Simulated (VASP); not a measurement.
A run of VASP 6.6.1 is set up as follows.

Contents of INCAR:

```
SYSTEM = B
PREC     = Accurate       ! precision mode
ENCUT    = 520            ! plane-wave cutoff, eV
EDIFF    = 1E-6           ! SCF threshold, eV
ISMEAR   = 0              ! smearing method
SIGMA    = 0.02           ! smearing width, eV
LREAL    = .False.        ! projectors in reciprocal space
LASPH    = .True.         ! aspherical terms in the spheres
NELM     = 100            ! most SCF steps
ALGO     = Normal         ! electronic algorithm
ISIF     = 2              ! what is computed and relaxed
LWAVE    = .False.        ! write WAVECAR
LCHARG   = .True.         ! write CHGCAR
LELF     = .True.         ! ELF
LVHAR    = .True.       
NBANDS   = 30             ! bands
```

File KPOINTS:

```
Automatic mesh
0
Gamma
  9 9 9
  0 0 0
```

File POSCAR:

```
B
1.0
    2.4203986789      1.3974178304      4.1311009715
   -2.4203986789      1.3974178304      4.1311009715
    0.0000000000     -2.7948356560      4.1311009731
B
12
Direct
    0.0104696751      0.6543067688      0.0104696751
    0.0104696751      0.0104696751      0.6543067688
    0.6543067688      0.0104696751      0.0104696751
    0.3456932312      0.9895303249      0.9895303249
    0.9895303249      0.3456932312      0.9895303249
    0.9895303249      0.9895303249      0.3456932312
    0.2214786347      0.6299891752      0.2214786347
    0.2214786347      0.2214786347      0.6299891752
    0.6299891752      0.2214786347      0.2214786347
    0.3700108248      0.7785213653      0.7785213653
    0.7785213653      0.3700108248      0.7785213653
    0.7785213653      0.7785213653      0.3700108248
```

Potentials or basis: VASP PAW LDA potentials, release 64 (B).

Launch:

```sh
$ cat potpaw_LDA.64/B/POTCAR > POTCAR
$ mpirun -np 1 vasp_std > vasp.out
```

(1) Estimate the band gap on the k mesh.

(2) Predict the largest force.

Results:

(1) 1.38 eV, indirect (least direct gap 1.72 eV).

(2) 0.017 eV/Å.
